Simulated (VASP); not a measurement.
**Li5Mg11: single point with PBE**

System: Li5Mg11.

```
Mg Li
1.0
     6.98742    0.15211    0.14328
     0.15211    7.26210   -0.08411
     0.14328   -0.08411    7.11090
Mg Li
11 5
Direct
  0.49785 0.80638 0.19149
  0.73668 0.39272 0.15582
  0.94790 0.68470 0.76885
  0.04369 0.22391 0.84346
  0.12461 0.91191 0.49330
  0.35350 0.56380 0.92610
  0.28440 0.17732 0.20022
  0.89299 0.77911 0.12870
  0.69637 0.80658 0.54351
  0.32723 0.54133 0.44455
  0.41062 0.15106 0.53993
  0.74259 0.00765 0.87556
  0.35743 0.92158 0.83799
  0.68910 0.37660 0.72244
  0.82727 0.08986 0.34799
  0.91223 0.45629 0.47640
```

* Program: VASP 6.6.1
* Task: single point
* Functional: PBE
* Potentials or basis: VASP PAW PBE potentials, release 64 (Mg, Li_sv)
* Cutoff: 650 eV
* k mesh: 1 × 1 × 1, shifted
* Occupations: fermi-dirac, width 0.0974 eV
* Spin: no spin polarisation

```json
{"Pressure": "2.5 GPa", "Largest force": "1.739 eV/Å", "Band gap on the k mesh": "zero (an odd number of electrons rules out a gap without spin polarisation)"}
```

Forces on the atoms (eV/Å):
```
Mg  -0.250  0.418  0.205
Mg  -0.749  0.275 -0.582
Mg   1.051 -0.997  0.542
Mg   0.510  0.214 -0.255
Mg  -0.207 -0.140 -0.247
Mg  -0.331 -1.066 -0.082
Mg  -0.500  0.390 -1.241
Mg   1.302 -0.104  1.148
Mg  -1.028 -0.208 -0.571
Mg   0.404 -0.367  0.254
Mg   1.011  0.524  0.940
Li  -0.419  0.525 -0.014
Li  -0.439  0.222  0.061
Li  -0.610  0.007  0.184
Li  -0.252  0.398  0.035
Li   0.507 -0.091 -0.377
```

Stress tensor (GPa, compression positive):
```
-1.38  2.19  5.45
 2.19  4.42 -1.20
 5.45 -1.20  4.44
```

Levels at points of the mesh, in eV from the Fermi level:
| k point | band 15 | band 16 | band 17 | band 18 | band 19 | band 20 | band 21 | band 22 | band 23 | band 24 |
| --- | --- | --- | --- | --- | --- | --- | --- | --- | --- | --- |
| (0.25, 0.25, 0.25) | -1.22 | -1.12 | -0.46 | -0.11 | -0.05 | 0.22 | 0.34 | 0.48 | 1.17 | 1.44 |

Wall time 67 s on 1 thread of AMD EPYC 7R13 Processor (Zen 3), with other jobs on the host, peak memory 0.41 GiB.

Caveat: the atoms stand as in a frame of molecular dynamics.
